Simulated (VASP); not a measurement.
Here is a VASP 6.6.1 calculation.

Contents of INCAR:

```
ALGO     = Fast           # electronic algorithm
DIPOL    = 0.5 0.5 0.500
EDIFF    = 1E-6           # SCF threshold, eV
EDIFFG   = -0.02          # ionic threshold
ENCUT    = 520            # plane-wave cutoff, eV
GGA      = PE             # functional
IBRION   = 2              # ionic algorithm
IDIPOL   = 3            
ISIF     = 2              # what is computed and relaxed
ISMEAR   = 0              # smearing method
LASPH    = True           # aspherical terms in the spheres
LCHARG   = False          # write CHGCAR
LDIPOL   = True         
LREAL    = False          # projectors in reciprocal space
LWAVE    = False          # write WAVECAR
NELM     = 100            # most SCF steps
NSW      = 80             # ionic steps
PREC     = Accurate       # precision mode
SIGMA    = 0.1            # smearing width, eV
```

KPOINTS

```
k-points
0
Gamma
  9 9 1
```

POSCAR

```
Al2Pt
1.0
    4.2047455503      0.0000000000      0.0000000000
   -2.1023727751      3.6414164630      0.0000000000
    0.0000000000      0.0000000000     23.5829009136
Al Pt
6 3
Direct
    0.0000000000      0.0000000000      0.3180270327
    0.3333333333      0.6666666667      0.3908162196
    0.6666666667      0.3333333333      0.4636054065
    0.0000000000      0.0000000000      0.5363945935
    0.3333333333      0.6666666667      0.6091837804
    0.6666666667      0.3333333333      0.6819729673
    0.6666666667      0.3333333333      0.3544216262
    0.3333333333      0.6666666667      0.5000000000
    0.0000000000      0.0000000000      0.6455783738
```

Potentials or basis: VASP PAW PBE potentials, release 64 (Al, Pt).

Run with:

```console
$ cat potpaw_PBE.64/Al/POTCAR potpaw_PBE.64/Pt/POTCAR > POTCAR
$ mpirun -np 1 vasp_std > vasp.out
```

(1) What does it give for the band gap on the k mesh?

(2) Estimate the energy gained by relaxing.

## Answers

(1) zero (bands 24 and 25 overlap by 3.04 eV).

(2) 19.6 meV/atom.

Caveat: spin-orbit coupling is left out, which moves the levels of the heavy elements.
